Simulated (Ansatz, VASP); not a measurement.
**Two plane-wave programs on C**

The input INCAR:

```
  PREC = Accurate
  ENCUT = 600
  EDIFF = 1E-7
  ISMEAR = -1
  SIGMA = 0.05
  LREAL = F
  LASPH = T
  NELM = 60
  ALGO = Normal
  ISIF = 3
  LWAVE = F
  LCHARG = F
  GGA = RE
  IBRION = 2
  NSW = 80
  EDIFFG = -0.01
```

File KPOINTS:

```
regular mesh
0
Gamma
  8 8 3
```

Contents of POSCAR:

```
C
1.0
    2.4640014744      0.0000000000      0.0000000000
   -1.2320007372      2.1338878718      0.0000000000
    0.0000000000      0.0000000000      6.7110000000
C
4
Direct
    0.0000000000      0.0000000000      0.2500000000
    0.0000000000      0.0000000000      0.7500000000
    0.3333333333      0.6666666667      0.2500000000
    0.6666666667      0.3333333333      0.7500000000
```

Input for Ansatz:

```yaml
crystal:
  lattice:
    - [2.4640014744, 0.0, 0.0]
    - [-1.2320007372, 2.1338878718, 0.0]
    - [0.0, 0.0, 6.711]
  atoms:
    - { symbol: C, position: [0.0, 0.0, 0.25] }
    - { symbol: C, position: [0.0, 0.0, 0.75] }
    - { symbol: C, position: [0.3333333333, 0.6666666667, 0.25] }
    - { symbol: C, position: [0.6666666667, 0.3333333333, 0.75] }
hamiltonian:
  xc: revpbe
  pseudopotentials:
    kind: paw
    azcp:
      C: "pseudopotentials/C.paw.azcp"
basis:
  ecutwfc: 420
  fft_grid_basis: typed
kpoints:
  mp_grid: { grid: [8, 8, 3], shift: [0, 0, 0] }
magnetization:
  spin_polarized: false
scf:
  occupations: { method: fermi_dirac, width: 0.05 }
relax:
  max_steps: 60
  f_tol: 0.01
  cell: {}
```

Alike in both runs: task relaxation of cell and atoms; functional revPBE; k mesh 8 × 8 × 3; occupations fermi-dirac, width 0.05 eV; no spin polarisation.

```csv
,VASP,Ansatz
version,VASP 6.6.1,Ansatz 0.2.0
potentials or method,"VASP PAW PBE potentials, release 64 (C), cutoff 600 eV","plane waves (420 eV) with PAW, scalar-relativistic"
valence electrons in the cell,16,16
```

Ansatz gave:

| Item | Value |
| --- | --- |
| relaxed volume (Å³/atom) | 13.52 |
| relaxed cell length with the largest relative difference (Å) | 10.197 |

Estimate VASP's values.

relaxed volume (Å³/atom): 11.01; relaxed cell length with the largest relative difference (Å): 8.307.

VASP's potentials were made for PBE, not for revPBE. One of these differences is far larger than is usual between the two programs; its cause wasn't traced.

Noted on VASP's run: the volume moved by over 15 % at a fixed basis, so the end points are rough.
